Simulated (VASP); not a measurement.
Cu, 1 atom in the cell. The structure is tetragonal, space group I4/mmm (No. 139). The conventional cell has a = 3.021 Å, b = 3.021 Å, c = 2.639 Å, α = 90.00°, β = 90.00°, γ = 90.00°. Within 3.3 Å of Cu (site symmetry 4/mmm) lie 14 Cu at 2.51 to 3.02 Å. 

| Item | Value |
| --- | --- |
| Program | VASP 6.6.1 |
| Task | single point |
| Functional | PBE0 |
| Potentials or basis | VASP PAW PBE potentials, release 64 (Cu) |
| Cutoff | 520 eV |
| k mesh | 7 × 7 × 7 |
| Occupations | fermi-dirac, width 0.05 eV |
| Spin | no spin polarisation |
| Dipole correction | no |
| Grid for exact exchange (PRECFOCK) | Normal |
| Further INCAR settings | ALGO = Normal; EDIFF = 1e-06; NBANDS = 12 |
| Share of exact exchange | 0.25 |

Potentials or basis: VASP PAW PBE potentials, release 64 (Cu).

Launch:

```sh
$ cat potpaw_PBE.64/Cu/POTCAR > POTCAR
$ cp INCAR.step1 INCAR
$ mpirun -np 1 vasp_std > vasp.out
$ cp INCAR.step2 INCAR
$ mpirun -np 1 vasp_std > vasp.out
```

Hardware: 1 thread of Oxide Virtual Turin-like Processor (shared host).

Q: How long does it take, and how much memory?

A: It took 37 min on 1 thread of Oxide Virtual Turin-like Processor, on a shared host, peak memory 0.1 GiB. Counts: k points 40.
